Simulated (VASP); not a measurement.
Si: single point with PBE

Crystal: Si.

```xyz
2
Lattice="0.0000 2.6601 2.6601 2.6601 0.0000 2.6601 2.6601 2.6601 0.0000" Properties=species:S:1:pos:R:3 pbc="T T T"
Si    0.0000    0.0000    0.0000
Si    1.3300    1.3300    1.3300
```

```json
{"Program": "VASP 6.6.1", "Task": "single point", "Functional": "PBE", "Potentials or basis": "VASP PAW PBE potentials, release 64 (Si)", "Cutoff": "500 eV", "k mesh": "4 × 4 × 4", "Occupations": "gaussian, width 0.01 eV", "Spin": "no spin polarisation"}
```

| Property | Result |
| --- | --- |
| Pressure | 9.6 GPa |
| Band gap on the k mesh | 0.56 eV, indirect (least direct gap 2.57 eV) |

Levels at points of the mesh, in eV from the valence-band top:
```csv
k point,band 2,band 3,band 4,band 5,band 6,band 7
"(0.00, 0.00, 0.00)",0.00,0.00,0.00,2.57,2.57,2.57
"(0.50, 0.00, 0.00)",-7.28,-1.26,-1.26,1.75,3.28,3.28
"(0.50, 0.50, 0.00)",-8.03,-3.03,-3.03,0.56,0.56,10.65
```

It took 8.7 s on 1 thread of Intel Xeon 8259CL, with other jobs on the host, peak memory 0.14 GiB.

Caveat: the k points lie up to 0.51 Å⁻¹ apart. A k mesh can miss the band edges.
